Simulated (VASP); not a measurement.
Here is a VASP 6.6.1 calculation.

INCAR

```
SYSTEM = Te2Mo
PREC = Accurate
ENCUT = 520
EDIFF = 1E-6
ISMEAR = 0
SIGMA = 0.05
LREAL = .FALSE.
LASPH = .TRUE.
NELM = 100
ALGO = Normal
ISIF = 2
LWAVE = .FALSE.
LCHARG = .TRUE.
GGA = PE
LELF = .TRUE.
LVHAR = .TRUE.
NBANDS = 35
```

The input KPOINTS:

```
regular mesh
0
G
  12 12 2
  0 0 0
```

Contents of POSCAR:

```
Te2Mo
1.0
    3.5570664331      0.0000000000      0.0000000000
   -1.7785332165      3.0805098940      0.0000000000
    0.0000000000      0.0000000000     15.2047186580
Te Mo
4 2
Direct
    0.3333333333      0.6666666667      0.6212289967
    0.6666666667      0.3333333333      0.1310943552
    0.3333333333      0.6666666667      0.8689056448
    0.6666666667      0.3333333333      0.3689056448
    0.3333333333      0.6666666667      0.2500000000
    0.6666666667      0.3333333333      0.7500000000
```

Potentials or basis: VASP PAW PBE potentials, release 64 (Te, Mo_sv).

Command:

```bash
$ cat potpaw_PBE.64/Te/POTCAR potpaw_PBE.64/Mo_sv/POTCAR > POTCAR
$ mpirun -np 1 vasp_std > vasp.out
```

(1) Estimate the pressure.

(2) What does it give for the band gap on the k mesh?

(3) What does it give for the largest force?

Answers

(1) -1.7 GPa.

(2) 0.86 eV, indirect (least direct gap 0.94 eV).

(3) 1.432 eV/Å.

Caveat: the cell differs from its parent crystal (atom 1 (Te) moved by (+0.000, -0.150) A along y and z); spin-orbit coupling is left out, which moves the levels of the heavy elements; this functional lacks dispersion, which binds the layers, so the pressure and a relaxed spacing across them are unreliable; forces of over 1 eV/Å act on the atoms, so gaps and moduli don't describe the material at rest.
